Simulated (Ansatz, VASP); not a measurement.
## Cu in VASP and in Ansatz

The input INCAR:

```
SYSTEM = Cu
  ALGO = Normal
  EDIFF = 1E-7
  ENCUT = 520
  GGA = PE
  ISIF = 2
  ISMEAR = 0
  LASPH = .True.
  LCHARG = .False.
  LREAL = .False.
  LWAVE = .False.
  NBANDS = 12
  NELM = 60
  PREC = Accurate
  SIGMA = 0.15
```

KPOINTS

```
k-points
0
Gamma
  28 28 28
  0 0 0
```

File POSCAR:

```
Cu
1.0
    0.0000000000      1.8602459814      1.8602459814
    1.8602459814      0.0000000000      1.8602459814
    1.8602459814      1.8602459814      0.0000000000
Cu
1
Direct
    0.0000000000      0.0000000000      0.0000000000
```

Input for Ansatz:

```yaml
crystal:
  lattice:
    - [0.0, 1.8602459814, 1.8602459814]
    - [1.8602459814, 0.0, 1.8602459814]
    - [1.8602459814, 1.8602459814, 0.0]
  atoms:
    - { symbol: Cu, position: [0.0, 0.0, 0.0] }
basis:
  ecutwfc: 420
kpoints:
  mp_grid: { grid: [28, 28, 28] }
hamiltonian:
  xc: pbe
scf:
  occupations: { method: gaussian, width: 0.15 }
output:
  forces: true
  stress: true
  eigenvalues: true
```

Change from the starting cell: strain +0.025 along x and y, +0.025 along z, atoms carried along.

Alike in both runs: task single point; functional PBE; k mesh 28 × 28 × 28; occupations gaussian, width 0.15 eV; no spin polarisation.

|  | VASP | Ansatz |
| --- | --- | --- |
| version | VASP 6.6.1 | Ansatz 0.2.0 |
| potentials or method | VASP PAW PBE potentials, release 64 (Cu), cutoff 520 eV | scalar-relativistic, plane waves, PAW |
| valence electrons in the cell | 11 | 19 |

|  | VASP | Ansatz | Ansatz less VASP |
| --- | --- | --- | --- |
| gap on the k mesh at the Fermi level (eV) | none | none | - |
| pressure (GPa) | -8.1 | -8.7 | -0.54 |

A gap of «none» marks a metal or a gap that the smearing closes. VASP's potentials hold 11 valence electrons a cell and Ansatz's 19, so a difference there can come from the potentials and not from the codes.
